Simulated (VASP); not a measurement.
Write the native input for VASP 6.6.1 that does the following.

```
Task                   : single point
Functional             : LDA
Potentials or basis    : VASP PAW LDA potentials, release 64 (Ca_sv, O)
Cutoff                 : 520 eV
k mesh                 : 8 × 8 × 8
Occupations            : fermi-dirac, width 0.02 eV
Spin                   : no spin polarisation
Dipole correction      : no
Further INCAR settings : ALGO = Normal; EDIFF = 1e-06; NBANDS = 15
```

The structure of CaO lies in POSCAR:

```
CaO
1.0
    0.0000000000      2.5579827215      2.5579827215
    2.5579827215      0.0000000000      2.5579827215
    2.5579827215      2.5579827215      0.0000000000
Ca O
1 1
Direct
    0.0000000000      0.0000000000      0.0000000000
    0.2500000000      0.2500000000      0.2500000000
```

The input as run:

INCAR

```
SYSTEM = CaO
  PREC = Accurate
  ENCUT = 520
  EDIFF = 1E-6
  ISMEAR = -1
  SIGMA = 0.02
  LREAL = .False.
  LASPH = .True.
  NELM = 60
  ALGO = Normal
  ISIF = 2
  LWAVE = .False.
  LCHARG = .False.
  NBANDS = 15
```

KPOINTS

```
regular mesh
0
Gamma
  8 8 8
  0 0 0
```

Potentials or basis: VASP PAW LDA potentials, release 64 (Ca_sv, O).

Run with:

```bash
$ cat potpaw_LDA.64/Ca_sv/POTCAR potpaw_LDA.64/O/POTCAR > POTCAR
$ mpirun -np 1 vasp_std > vasp.out
```

Results of the run:

| Quantity | Value |
| --- | --- |
| Pressure | 0.8 GPa |
| Band gap on the k mesh | 3.32 eV, indirect (least direct gap 4.08 eV) |

Wall time 6.9 s on 1 thread of AMD EPYC 9R45 (Zen 5), with other jobs on the host, peak memory 0.11 GiB.
